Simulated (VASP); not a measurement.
A run of VASP 6.6.1:

File INCAR:

```
PREC = Accurate
ENCUT = 520
EDIFF = 1E-7
ISMEAR = 0
SIGMA = 0.5
LREAL = False
LASPH = True
NELM = 80
ALGO = Normal
ISIF = 2
LWAVE = False
LCHARG = True
LDIPOL = True
IDIPOL = 3
DIPOL = 0.5 0.5 0.497
GGA = PS
LELF = True
LVHAR = True
LVACPOTAV = True
NBANDS = 48
```

The input KPOINTS:

```
Automatic mesh
0
Gamma
  9 9 1
```

POSCAR

```
TiAl2
1.0
    3.9006678799      0.0000000000      0.0000000000
    0.0000000000      3.9724249773      0.0000000000
    0.0000000000      0.0000000000     25.1697036736
Al Ti
8 4
Direct
    0.5000000000      0.0000000000      0.2979772864
    0.0000000000      0.5000000000      0.2979772864
    0.5000000000      0.5000000000      0.3807725326
    0.0000000000      0.5000000000      0.4546078495
    0.0000000000      0.0000000000      0.5374030957
    0.5000000000      0.5000000000      0.5374030957
    0.0000000000      0.5000000000      0.6201983419
    0.5000000000      0.5000000000      0.6940336588
    0.0000000000      0.0000000000      0.3727834778
    0.5000000000      0.0000000000      0.4625969043
    0.5000000000      0.0000000000      0.6122092870
    0.0000000000      0.0000000000      0.7020227136
```

Potentials or basis: VASP PAW PBE potentials, release 64 (Al, Ti_sv).

Command:

```console
$ cat potpaw_PBE.64/Al/POTCAR potpaw_PBE.64/Ti_sv/POTCAR > POTCAR
$ mpirun -np 1 vasp_std > vasp.out
```

Hardware: 1 thread of AMD EPYC 9R45 96-Core Processor (Zen 5), on a shared host.

Estimate the wall time of this run.

Wall time 9.2 min on 1 thread of AMD EPYC 9R45 96-Core Processor (Zen 5), on a shared host, peak memory 0.62 GiB. Counts: scf iterations 32, k points 25.
